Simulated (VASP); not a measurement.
# AlRu in VASP: further runs

The runs below take AlRu through single point, with PBEsol.

Everything below comes from runs of VASP 6.6.1. Logs are shortened: lines on timing, memory, paths and dates and some standing lists are left out, and cuts for length are marked.

## Step 1: The cell of the first run

It takes space group Pm-3m (No. 221, cubic). The conventional cell has a = 2.976 Å, b = 2.976 Å, c = 2.976 Å, α = 90.00°, β = 90.00°, γ = 90.00°. Within 3.4 Å of Al (site symmetry m-3m) lie 8 Ru at 2.58 Å and 6 Al at 2.98 Å. Ru (site symmetry m-3m) has 8 Al at 2.58 Å and 6 Ru at 2.98 Å within 3.4 Å.

## Step 2: Single point, PBEsol

File INCAR:

```
PREC = Accurate
ENCUT = 520
EDIFF = 1E-6
ISMEAR = 0
SIGMA = 0.15
LREAL = F
LASPH = T
NELM = 80
ALGO = Normal
ISIF = 2
LWAVE = F
LCHARG = T
GGA = PS
LELF = T
LVHAR = T
NBANDS = 25
```

File KPOINTS:

```
Automatic mesh
0
Gamma
  16 16 8
```

File POSCAR:

```
AlRu
1.0
    2.9763250904      0.0000000000      0.0000000000
    0.0000000000      2.9763250904      0.0000000000
    0.0000000000      0.0000000000      5.9526501809
Al Ru
2 2
Direct
    0.0000000000      0.0000000000      0.0000000000
    0.0000000000      0.0000000000      0.5000000000
    0.5000000000      0.5000000000      0.2500000000
    0.5000000000      0.5000000000      0.7500000000
```

Potentials or basis: VASP PAW PBE potentials, release 64 (Al, Ru_pv).

Started as:

```console
> cat potpaw_PBE.64/Al/POTCAR potpaw_PBE.64/Ru_pv/POTCAR > POTCAR
> mpirun -np 1 vasp_std > vasp.out
```

OUTCAR:

```text
PREC = Accurate
   ENCUT = 520
   EDIFF = 1E-6
   ISMEAR = 0
   LREAL = F
   LASPH = T
   NELM = 80
   ISIF = 2
   GGA = PS

 ion  position               nearest neighbor table
   1  0.000  0.000  0.000-   3 2.58   4 2.58   3 2.58   4 2.58   3 2.58   4 2.58   3 2.58   4 2.58
                             2 2.98   2 2.98
   2  0.000  0.000  0.500-   3 2.58   4 2.58   3 2.58   4 2.58   3 2.58   4 2.58   3 2.58   4 2.58
                             1 2.98   1 2.98
   3  0.500  0.500  0.250-   1 2.58   2 2.58   1 2.58   2 2.58   1 2.58   2 2.58   1 2.58   2 2.58
                             4 2.98   4 2.98
   4  0.500  0.500  0.750-   1 2.58   2 2.58   1 2.58   2 2.58   1 2.58   2 2.58   1 2.58   2 2.58
                             3 2.98   3 2.98

  LATTYP: Found a simple tetragonal cell.
 ALAT       =     2.9763250904
 C/A-ratio  =     2.0000000000

  Lattice vectors:

 A1 = (   2.9763250904,   0.0000000000,   0.0000000000)
 A2 = (   0.0000000000,   2.9763250904,   0.0000000000)
 A3 = (   0.0000000000,   0.0000000000,   5.9526501809)

Analysis of symmetry for initial positions (statically):
=====================================================================
 Subroutine PRICEL returns following result:

  LATTYP: Found a simple cubic cell.
 ALAT       =     2.9763250904

  Lattice vectors:

 A1 = (   2.9763250904,   0.0000000000,   0.0000000000)
 A2 = (   0.0000000000,   2.9763250904,   0.0000000000)
 A3 = (   0.0000000000,   0.0000000000,   2.9763250905)

   2 primitive cells build up your supercell.

 Routine SETGRP: Setting up the symmetry group for a
 simple tetragonal supercell.

 Subroutine GETGRP returns: Found 16 space group operations
 (whereof 16 operations were pure point group operations)
 out of a pool of 16 trial point group operations.

The static configuration has the point symmetry D_4h.

Analysis of symmetry for dynamics (positions and initial velocities):
=====================================================================
 Subroutine PRICEL returns following result:

  LATTYP: Found a simple cubic cell.
 ALAT       =     2.9763250904

  Lattice vectors:

 A1 = (   2.9763250904,   0.0000000000,   0.0000000000)
 A2 = (   0.0000000000,   2.9763250904,   0.0000000000)
 A3 = (   0.0000000000,   0.0000000000,   2.9763250905)

   2 primitive cells build up your supercell.

 Routine SETGRP: Setting up the symmetry group for a
 simple tetragonal supercell.

 Subroutine GETGRP returns: Found 16 space group operations
 (whereof 16 operations were pure point group operations)
 out of a pool of 16 trial point group operations.

The dynamic configuration has the point symmetry D_4h.

 Subroutine INISYM returns: Found 16 space group operations
 (whereof 16 operations are pure point group operations),
 and found     2 'primitive' translations

----------------------------------------------------------------------------------------

                                     Primitive cell

  volume of cell :      26.3658

  direct lattice vectors                    reciprocal lattice vectors
     2.976325090  0.000000000  0.000000000     0.335984803  0.000000000  0.000000000
     0.000000000  2.976325090  0.000000000     0.000000000  0.335984803  0.000000000
     0.000000000  0.000000000  2.976325090     0.000000000  0.000000000  0.335984803

  length of vectors
     2.976325090  2.976325090  2.976325090     0.335984803  0.335984803  0.335984803

  position of ions in fractional coordinates (direct lattice)
     0.000000000  0.000000000  0.000000000
     0.500000000  0.500000000  0.500000000

  ion indices of the primitive-cell ions
   primitive index   ion index
                 1           1
                 2           3

----------------------------------------------------------------------------------------

 KPOINTS: Automatic mesh

Automatic generation of k-mesh.
 Grid dimensions read from file:
 generate k-points for:   16   16    8

 Generating k-lattice:

  Cartesian coordinates                     Fractional coordinates (reciprocal lattice)
     0.020999050  0.000000000  0.000000000     0.062500000  0.000000000  0.000000000
     0.000000000  0.020999050  0.000000000     0.000000000  0.062500000  0.000000000
     0.000000000  0.000000000  0.020999050     0.000000000  0.000000000  0.125000000

  Length of vectors
     0.020999050  0.020999050  0.020999050

  Shift w.r.t. Gamma in fractional coordinates (k-lattice)
     0.000000000  0.000000000  0.000000000

 Subroutine IBZKPT returns following result:
 ===========================================

 Found    225 irreducible k-points:

 Following reciprocal coordinates:
            Coordinates               Weight
  0.000000  0.000000  0.000000      1.000000
  0.062500  0.000000  0.000000      4.000000
  0.125000  0.000000  0.000000      4.000000
  0.187500  0.000000  0.000000      4.000000
  0.250000  0.000000  0.000000      4.000000
  0.312500  0.000000  0.000000      4.000000
[... 16 lines left out ...]
  0.437500  0.125000  0.000000      8.000000
  0.500000  0.125000  0.000000      4.000000
 [... further k-points ...]
   k-points           NKPTS =    225   k-points in BZ     NKDIM =    225   number of bands    NBANDS=     25
   number of dos      NEDOS =    301   number of ions     NIONS =      4
   total plane-waves  NPLWV =  27648
   dimension x,y,z NGX =    24 NGY =   24 NGZ =   48
   dimension x,y,z NGXF=    48 NGYF=   48 NGZF=   96
   ions per type =               2   2
   NGX,Y,Z   is equivalent  to a cutoff of  13.41, 13.41, 13.41 a.u.
   NGXF,Y,Z  is equivalent  to a cutoff of  26.81, 26.81, 26.81 a.u.
 SYSTEM =  unknown system
   PREC   = accura    normal or accurate (medium, high low for compatibility)
   ISTART =      0    job   : 0-new  1-cont  2-samecut
   ICHARG =      2    charge: 1-file 2-atom 10-const
   ISPIN  =      1    spin polarized calculation?
   LNONCOLLINEAR =      F non collinear calculations
   LSORBIT =      F    spin-orbit coupling
   LASPH  =      T    aspherical Exc in radial PAW
   ENCUT  =  520.0 eV  38.22 Ry    6.18 a.u.   5.53  5.53 11.07*2*pi/ulx,y,z
   NELM   =     80;   NELMIN=  2; NELMDL= -5     # of ELM steps
   EDIFF  = 0.1E-05   stopping-criterion for ELM
   LREAL  =      F    real-space projection
   EDIFFG = 0.1E-04   stopping-criterion for IOM
   NSW    =      0    number of steps for IOM
   IBRION =     -1    ionic relax: 0-MD 1-quasi-New 2-CG
   NFREE  =      0    steps in history (QN), initial steepest desc. (CG)
   ISIF   =      2    stress and relaxation
   ISYM   =      2    0-nonsym 1-usesym 2-fastsym
   POTIM  = 0.5000    time-step for ionic-motion
   TEBEG  =    0.0;   TEEND  =   0.0 temperature during run
   PSTRESS=    0.0 pullay stress
   NELECT =      34.0000    total number of electrons
   NUPDOWN=      -1.0000    fix difference up-down
   EMIN   =  10.00;   EMAX   =-10.00  energy-range for DOS
   EFERMI =   0.00;   METHOD = LEGACY
   ISMEAR =     0;   SIGMA  =   0.15  broadening in eV -4-tet -1-fermi 0-gaus
   EFERMI_NEDOS =   21; number of points for ismear=-14 and -15
   IALGO  =     38    algorithm
   IMIX   =      4    mixing-type and parameters
     AMIX     =   0.40;   BMIX     =  1.00
     AMIX_MAG =   1.60;   BMIX_MAG =  1.00
  volume/ion in A,a.u.               =      13.18        88.96
  Fermi-wavevector in a.u.,A,eV,Ry     =   1.414308  2.672655 27.215300  2.000268
  Thomas-Fermi vector in A             =   2.535864
   LORBIT       =      0    0 simple, 1 ext, 2 COOP (PROOUT), +10 PAW based schemes
   GGA     = PS    functional components
   LHFCALC =     F    Hartree Fock is set to
   AEXX    =    0.0000 exact exchange contribution
   IVDW    =     0    specifies the selected vdW correction
   LEPSILON=     F    determine dielectric tensor
   LRPA    =     F    only Hartree local field effects (RPA)
 non-spin polarized calculation
 Gauss-broadening in eV      SIGMA  =   0.15
  energy-cutoff  :      520.00
  volume of cell :       52.73
 maximum number of plane-waves:      1447
 NGX is ok and might be reduce to    24
   NGX = 11   NGY = 11   NGZ = 23

 number of electron      33.9999992 magnetization

 Free energy of the ion-electron system (eV)
  ---------------------------------------------------
  ext. energy  EPLUGINS =         0.00000000
  ---------------------------------------------------
  free energy    TOTEN  =       -31.05402042 eV

  energy without entropy =      -31.01662823  energy(sigma->0) =      -31.03532433

 E-fermi :  10.8331     XC(G=0): -12.7662

 val. band max:       10.8282714700   @ k =   0.1250   0.0000   0.5000
 cond. band min:      10.8384910359   @ k =   0.3750   0.0625   0.2500
 fundamental gap:      0.0102195659
 Fermi energy:        10.8330839327

 k-point     1 :       0.0000    0.0000    0.0000
  band No.  band energies     occupation
      1     -31.1230      2.00000
      2     -30.8998      2.00000
      3     -30.8998      2.00000
      4     -30.8998      2.00000
      5     -30.8807      2.00000
      6     -30.8807      2.00000
[... 17 lines left out ...]
     24      21.8944      0.00000
     25      21.8990      0.00000

 k-point     2 :       0.0625    0.0000    0.0000
  band No.  band energies     occupation
      1     -31.1219      2.00000
      2     -30.9084      2.00000
      3     -30.8991      2.00000
      4     -30.8991      2.00000
      5     -30.8890      2.00000
      6     -30.8800      2.00000
[... 17 lines left out ...]
     24      21.4640      0.00000
     25      21.7235      0.00000

 k-point     3 :       0.1250    0.0000    0.0000
  band No.  band energies     occupation
      1     -31.1188      2.00000
      2     -30.9329      2.00000
      3     -30.9124      2.00000
      4     -30.8970      2.00000
      5     -30.8970      2.00000
      6     -30.8779      2.00000
[... 552 lines left out ...]
 k-point    23 :       0.4375    0.1250    0.0000
  band No.  band energies     occupation
      1     -31.1105      2.00000
      2     -31.0919      2.00000
      3     -31.0829      2.00000
      4     -30.9132      2.00000
      5     -30.8930      2.00000
      6     -30.8786      2.00000
[... 17 lines left out ...]
     24      20.2256      0.00000
     25      20.5808      0.00000

 k-point    24 :       0.5000    0.1250    0.0000
  band No.  band energies     occupation
      1     -31.1188      2.00000
      2     -31.0908      2.00000
      3     -31.0908      2.00000
      4     -30.9124      2.00000
      5     -30.8922      2.00000
      6     -30.8779      2.00000
[... 17 lines left out ...]
     24      20.4846      0.00000
     25      20.6167      0.00000

 [... further k-points ...]
[... 5 lines left out ...]
  --------------------------------------------------------------------------------------
  -------------------------------------------------------------------------------------
  Total        0.0331324      0.0331324      0.0330710      0.0000000     -0.0000000      0.0000000
  in kB        1.0066822      1.0066822      1.0048174      0.0000000     -0.0000000      0.0000000
  external PRESSURE =       1.0060606 kB  Pullay stress =       0.0000000 kB

 VOLUME and BASIS-vectors are now :
 -----------------------------------------------------------------------------
  energy-cutoff  :      520.00
  volume of cell :       52.73
      direct lattice vectors                 reciprocal lattice vectors
     2.976325090  0.000000000  0.000000000     0.335984803  0.000000000  0.000000000
     0.000000000  2.976325090  0.000000000     0.000000000  0.335984803  0.000000000
     0.000000000  0.000000000  5.952650181     0.000000000  0.000000000  0.167992402

 POSITION                                       TOTAL-FORCE (eV/Angst)
 -----------------------------------------------------------------------------------
      0.00000      0.00000      0.00000        -0.000000     -0.000000      0.000000
      0.00000      0.00000      2.97633        -0.000000     -0.000000      0.000000
      1.48816      1.48816      1.48816        -0.000000     -0.000000     -0.000000
      1.48816      1.48816      4.46449         0.000000      0.000000      0.000000
 -----------------------------------------------------------------------------------
    total drift:                                0.000000     -0.000000     -0.000000

  FREE ENERGIE OF THE ION-ELECTRON SYSTEM (eV)
  ---------------------------------------------------
  free  energy   TOTEN  =       -31.0540204230 eV

  energy  without entropy=      -31.0166282323  energy(sigma->0) =      -31.03532433
```

It took 90 s on 1 thread of AMD EPYC 9R45 (Zen 5), shared host; peak memory 0.33 GiB.

What came out:

```
Free energy            : -31.0540 eV
Pressure               : 0.1 GPa
Band gap on the k mesh : zero (bands 17 and 18 overlap by 3.24 eV)
```

Caveat: the PAW data sets were made with another functional, which shifts forces and pressure a little.

## Step 3: Single point, PBEsol (atoms displaced along a vibrational mode)

File INCAR:

```
PREC = Accurate
ENCUT = 520
EDIFF = 1E-6
ISMEAR = 0
SIGMA = 0.15
LREAL = F
LASPH = T
NELM = 60
ALGO = Fast
ISIF = 2
LWAVE = F
LCHARG = F
GGA = PS
NBANDS = 25
```

File KPOINTS:

```
regular mesh
0
Gamma
  16 16 8
```

File POSCAR:

```
AlRu
1.0
    2.9763250904      0.0000000000      0.0000000000
    0.0000000000      2.9763250904      0.0000000000
    0.0000000000      0.0000000000      5.9526501809
Al Ru
2 2
Direct
    0.0000000000      0.0000000000     -0.0024526891
    0.0000000000      0.0000000000      0.5024526891
    0.4741291701      0.5000000000      0.2500000000
    0.5258708299      0.5000000000      0.7500000000
```

Potentials or basis: VASP PAW PBE potentials, release 64 (Al, Ru_pv).

Started as:

```console
> cat potpaw_PBE.64/Al/POTCAR potpaw_PBE.64/Ru_pv/POTCAR > POTCAR
> mpirun -np 1 vasp_std > vasp.out
```

OUTCAR:

```text
PREC = Accurate
   ENCUT = 520
   EDIFF = 1E-6
   ISMEAR = 0
   LREAL = F
   LASPH = T
   NELM = 60
   ISIF = 2
   GGA = PS

 ion  position               nearest neighbor table
   1  0.000  0.000  0.998-   4 2.53   4 2.53   3 2.54   3 2.54   4 2.61   4 2.61   3 2.63   3 2.63
                             2 2.95   2 3.01
   2  0.000  0.000  0.502-   4 2.53   4 2.53   3 2.54   3 2.54   4 2.61   4 2.61   3 2.63   3 2.63
                             1 2.95   1 3.01
   3  0.474  0.500  0.250-   1 2.54   2 2.54   1 2.54   2 2.54   1 2.63   2 2.63   1 2.63   2 2.63
                             4 2.98   4 2.98
   4  0.526  0.500  0.750-   1 2.53   2 2.53   1 2.53   2 2.53   1 2.61   2 2.61   1 2.61   2 2.61
                             3 2.98   3 2.98

  LATTYP: Found a simple tetragonal cell.
 ALAT       =     2.9763250904
 C/A-ratio  =     2.0000000000

  Lattice vectors:

 A1 = (   2.9763250904,   0.0000000000,   0.0000000000)
 A2 = (   0.0000000000,   2.9763250904,   0.0000000000)
 A3 = (   0.0000000000,   0.0000000000,   5.9526501809)

Analysis of symmetry for initial positions (statically):
=====================================================================
 Subroutine PRICEL returns:
 Original cell was already a primitive cell.

 Routine SETGRP: Setting up the symmetry group for a
 simple tetragonal supercell.

 Subroutine GETGRP returns: Found  4 space group operations
 (whereof  2 operations were pure point group operations)
 out of a pool of 16 trial point group operations.

The static configuration has the point symmetry C_1h.
 The point group associated with its full space group is C_2v.

Analysis of symmetry for dynamics (positions and initial velocities):
=====================================================================
 Subroutine PRICEL returns:
 Original cell was already a primitive cell.

 Routine SETGRP: Setting up the symmetry group for a
 simple tetragonal supercell.

[... 122 lines left out ...]
   EMIN   =  10.00;   EMAX   =-10.00  energy-range for DOS
   EFERMI =   0.00;   METHOD = LEGACY
   ISMEAR =     0;   SIGMA  =   0.15  broadening in eV -4-tet -1-fermi 0-gaus
   EFERMI_NEDOS =   21; number of points for ismear=-14 and -15
   IALGO  =     68    algorithm
   IMIX   =      4    mixing-type and parameters
     AMIX     =   0.40;   BMIX     =  1.00
     AMIX_MAG =   1.60;   BMIX_MAG =  1.00
  volume/ion in A,a.u.               =      13.18        88.96
  Fermi-wavevector in a.u.,A,eV,Ry     =   1.414308  2.672655 27.215300  2.000268
  Thomas-Fermi vector in A             =   2.535864
   LORBIT       =      0    0 simple, 1 ext, 2 COOP (PROOUT), +10 PAW based schemes
   GGA     = PS    functional components
   LHFCALC =     F    Hartree Fock is set to
   AEXX    =    0.0000 exact exchange contribution
   IVDW    =     0    specifies the selected vdW correction
   LEPSILON=     F    determine dielectric tensor
   LRPA    =     F    only Hartree local field effects (RPA)
 non-spin polarized calculation
 RMM-DIIS sequential band-by-band and
 Gauss-broadening in eV      SIGMA  =   0.15
  energy-cutoff  :      520.00
  volume of cell :       52.73
 maximum number of plane-waves:      1447
 NGX is ok and might be reduce to    24
   NGX = 11   NGY = 11   NGZ = 23

 number of electron      33.9999994 magnetization

 Free energy of the ion-electron system (eV)
  ---------------------------------------------------
  ext. energy  EPLUGINS =         0.00000000
  ---------------------------------------------------
  free energy    TOTEN  =       -30.99221992 eV

  energy without entropy =      -30.95436175  energy(sigma->0) =      -30.97329084

 E-fermi :  10.8242     XC(G=0): -12.7643

 val. band max:       10.8227844124   @ k =  -0.4375   0.5000   0.2500
 cond. band min:      10.8300861149   @ k =  -0.1250   0.4375   0.1250
 fundamental gap:      0.0073017025
 Fermi energy:        10.8241903880

 k-point     1 :       0.0000    0.0000    0.0000
  band No.  band energies     occupation
      1     -31.1191      2.00000
      2     -30.9025      2.00000
      3     -30.8990      2.00000
      4     -30.8965      2.00000
      5     -30.8837      2.00000
      6     -30.8786      2.00000
[... 661 lines left out ...]
     24      19.0646      0.00000
     25      20.2560      0.00000

 [... further k-points ...]
[... 5 lines left out ...]
  --------------------------------------------------------------------------------------
  -------------------------------------------------------------------------------------
  Total        0.1596768      0.2525774      0.2588235      0.0000000      0.0000000      0.0000000
  in kB        4.8515603      7.6742161      7.8639941      0.0000000      0.0000000      0.0000000
  external PRESSURE =       6.7965901 kB  Pullay stress =       0.0000000 kB

 VOLUME and BASIS-vectors are now :
 -----------------------------------------------------------------------------
  energy-cutoff  :      520.00
  volume of cell :       52.73
      direct lattice vectors                 reciprocal lattice vectors
     2.976325090  0.000000000  0.000000000     0.335984803  0.000000000  0.000000000
     0.000000000  2.976325090  0.000000000     0.000000000  0.335984803  0.000000000
     0.000000000  0.000000000  5.952650181     0.000000000  0.000000000  0.167992402

 POSITION                                       TOTAL-FORCE (eV/Angst)
 -----------------------------------------------------------------------------------
      0.00000      0.00000      5.93805         0.028134      0.000000      0.167061
      0.00000      0.00000      2.99093         0.028134      0.000000     -0.167061
      1.41116      1.48816      1.48816         0.736546      0.000000      0.000000
      1.56516      1.48816      4.46449        -0.792815      0.000000      0.000000
 -----------------------------------------------------------------------------------
    total drift:                                0.000015      0.000000      0.000000

  FREE ENERGIE OF THE ION-ELECTRON SYSTEM (eV)
  ---------------------------------------------------
  free  energy   TOTEN  =       -30.9922199240 eV

  energy  without entropy=      -30.9543617526  energy(sigma->0) =      -30.97329084
```

Run time: 3.8 min. Hardware: 1 thread of AMD EPYC 9R45 (Zen 5), shared host; peak memory 0.49 GiB.

What came out:

- Free energy: -30.9922 eV
- Pressure: 0.7 GPa
- Largest force: 0.793 eV/Å
- Band gap on the k mesh: zero (bands 17 and 18 overlap by 2.98 eV)

Forces on the atoms (eV/Å):
```
Al   0.028  0.000  0.167
Al   0.028  0.000 -0.167
Ru   0.737  0.000  0.000
Ru  -0.793  0.000  0.000
```

Stress tensor (GPa, compression positive):
```
0.49 0.00 0.00
0.00 0.77 0.00
0.00 0.00 0.79
```

Caveat: the cell differs from its parent crystal (atoms displaced along a vibrational mode); the PAW data sets were made with another functional, which shifts forces and pressure a little.
